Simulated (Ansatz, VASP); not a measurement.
## CdSe in VASP and in Ansatz

```
CELL_PARAMETERS angstrom
4.30000 0.00000 0.00000
-2.15000 3.72391 0.00000
0.00000 0.00000 7.02000
ATOMIC_POSITIONS crystal
Cd 0.33333 0.66667 0.00000
Cd 0.66667 0.33333 0.50000
Se 0.33333 0.66667 0.38500
Se 0.66667 0.33333 0.88500
```

Alike in both runs: task single point; functional PBEsol; k mesh 6 × 6 × 4; no spin polarisation.

|  | VASP | Ansatz |
| --- | --- | --- |
| version | VASP 6.6.1 | Ansatz 0.2.0 |
| potentials or method | VASP PAW PBE potentials, release 64 (Cd, Se) | plane waves, PAW |
| plane-wave cutoff (eV) | 520 | 420 |
| occupations | gaussian, width 0.01 eV | fixed |
| valence electrons in the cell | 36 | 72 |

VASP gave:

```
gap on the k mesh at the Fermi level (eV)                     : 0.58
pressure (GPa)                                                : 0.5
traceless stress, the component that is largest in VASP (GPa) : -1.28
rms of the force components (eV/Å)                            : 0.159
```

**Question.** Estimate Ansatz's values.

**Answer.** gap on the k mesh at the Fermi level (eV): 0.58; pressure (GPa): 0.2; traceless stress, the component that is largest in VASP (GPa): -1.23; rms of the force components (eV/Å): 0.153.

VASP's potentials were made for PBE, not for PBEsol. Atom by atom the forces differ by 0.006 eV/Å (rms over components). VASP's potentials hold 36 valence electrons a cell and Ansatz's 72, so a difference there can come from the potentials and not from the codes.
